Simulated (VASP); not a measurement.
Input of a VASP 6.6.1 run:

INCAR

```
  PREC = Accurate
  ENCUT = 600
  EDIFF = 1E-6
  ISMEAR = -1
  SIGMA = 0.1
  LREAL = F
  LASPH = T
  NELM = 120
  ALGO = Normal
  ISIF = 2
  LWAVE = F
  LCHARG = F
  NBANDS = 12
  GGA_COMPAT = F
```

Contents of KPOINTS:

```
Automatic mesh
0
Gamma
  4 4 6
```

File POSCAR:

```
Be
1.0
    3.7468100000      0.0000000000      0.0000000000
    0.0000000000      3.7468100000      0.0000000000
    0.0000000000      0.0000000000      2.2812800000
Be
4
Direct
    0.2939975950      0.2918750942     -0.0227766260
    0.6994646365      0.7094642035     -0.0124441664
    0.2082782538      0.7792355292      0.5379180289
    0.7982595128      0.2194251743      0.4973027735
```

Potentials or basis: VASP PAW LDA potentials, release 64 (Be).

Command:

```console
$ cat potpaw_LDA.64/Be/POTCAR > POTCAR
$ mpirun -np 1 vasp_std > vasp.out
```

(1) Estimate the pressure.

(2) Predict the largest force.

Answers

(1) -4.6 GPa.

(2) 1.062 eV/Å.

Caveat: the k points lie up to 0.46 Å⁻¹ apart; forces of over 1 eV/Å act on the atoms, so gaps and moduli don't describe the material at rest.
